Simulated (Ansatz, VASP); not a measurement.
## ZnSe in VASP and in Ansatz

```xyz
2
Lattice="0.0000 2.9689 2.7396 2.7396 0.0000 2.7396 2.7396 2.9689 0.0000" Properties=species:S:1:pos:R:3 pbc="T T T"
Zn    0.0000    0.0000    0.0000
Se    4.1093    4.4533    4.1093
```

Alike in both runs: task single point; functional PBE; k mesh 10 × 10 × 10; occupations gaussian, width 0.05 eV; no spin polarisation.

|  | VASP | Ansatz |
| --- | --- | --- |
| version | VASP 6.6.1 | Ansatz 0.2.0 |
| potentials or method | VASP PAW PBE potentials, release 64 (Zn, Se), cutoff 520 eV | scalar-relativistic, plane waves, PAW |
| valence electrons in the cell | 18 | 28 |

|  | VASP | Ansatz | Ansatz less VASP |
| --- | --- | --- | --- |
| gap on the k mesh at the Fermi level (eV) | 1.23 | 1.23 | -0.005 |
| least direct gap on the mesh (eV) | 1.23 | 1.23 | -0.005 |
| pressure (GPa) | 3.7 | 3.4 | -0.24 |
| traceless stress, the component that is largest in VASP (GPa) | -2.08 | -2.09 | -0.017 |

The functional is the same, so the differences come from potentials, cutoffs and numerics. VASP's potentials hold 18 valence electrons a cell and Ansatz's 28, so a difference there can come from the potentials and not from the codes.
